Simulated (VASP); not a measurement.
GaN, 4 atoms in the cell. Symmetry: P6_3mc, No. 186, hexagonal system. Conventional cell: a = 3.218 Å, b = 3.218 Å, c = 5.243 Å, α = 90.00°, β = 90.00°, γ = 120.00°. Within 2.6 Å of Ga (site symmetry 3m) lie 4 N at 1.97 to 1.98 Å. Within 2.6 Å of N (site symmetry 3m) lie 4 Ga at 1.97 to 1.98 Å. 

* Program: VASP 6.6.1
* Task: single point
* Functional: PBE
* Potentials or basis: VASP PAW PBE potentials, release 64 (Ga_d, N)
* Cutoff: 520 eV
* k mesh: 12 × 12 × 6
* Occupations: fermi-dirac, width 0.02 eV
* Spin: no spin polarisation
* Dipole correction: no
* Further INCAR settings: ALGO = Normal; EDIFF = 1e-06; NBANDS = 26

Potentials or basis: VASP PAW PBE potentials, release 64 (Ga_d, N).

Run with:

```console
$ cat potpaw_PBE.64/Ga_d/POTCAR potpaw_PBE.64/N/POTCAR > POTCAR
$ mpirun -np 1 vasp_std > vasp.out
```

Hardware: 1 thread of Intel(R) Xeon(R) 6975P-C (Granite Rapids), with other jobs on the host.

Task: Estimate the wall time of this run.

Result: Wall time 34 s on 1 thread of Intel(R) Xeon(R) 6975P-C (Granite Rapids), on a shared host, peak memory 0.2 GiB. Counts: scf iterations 14, k points 76.
